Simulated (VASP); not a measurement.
Input of a VASP 6.6.1 run:

The input INCAR:

```
ALGO     = Normal         # electronic algorithm
EDIFF    = 1E-6           # SCF threshold, eV
ENCUT    = 520            # plane-wave cutoff, eV
GGA      = PE             # functional
ISIF     = 2              # what is computed and relaxed
ISMEAR   = 0              # smearing method
LASPH    = True           # aspherical terms in the spheres
LCHARG   = True           # write CHGCAR
LELF     = True           # ELF
LREAL    = False          # projectors in reciprocal space
LVHAR    = True         
LWAVE    = False          # write WAVECAR
NBANDS   = 11             # bands
NELM     = 60             # most SCF steps
PREC     = Accurate       # precision mode
SIGMA    = 0.05           # smearing width, eV
```

The input KPOINTS:

```
k-points
0
Gamma
  18 18 18
```

File POSCAR:

```
SiC
1.0
    0.0000000000      2.0662021643      2.0662021643
    2.0662021643      0.0000000000      2.0662021643
    2.0662021643      2.0662021643      0.0000000000
Si C
1 1
Direct
    0.0000000000      0.0000000000      0.0000000000
    0.2500000000      0.2500000000      0.2500000000
```

Potentials or basis: VASP PAW PBE potentials, release 64 (Si, C).

Launch:

```console
$ cat potpaw_PBE.64/Si/POTCAR potpaw_PBE.64/C/POTCAR > POTCAR
$ mpirun -np 1 vasp_std > vasp.out
```

(1) Predict the pressure.

(2) Predict the band gap on the k mesh.

Results:

(1) 51.7 GPa.

(2) 1.19 eV, indirect (least direct gap 4.68 eV).
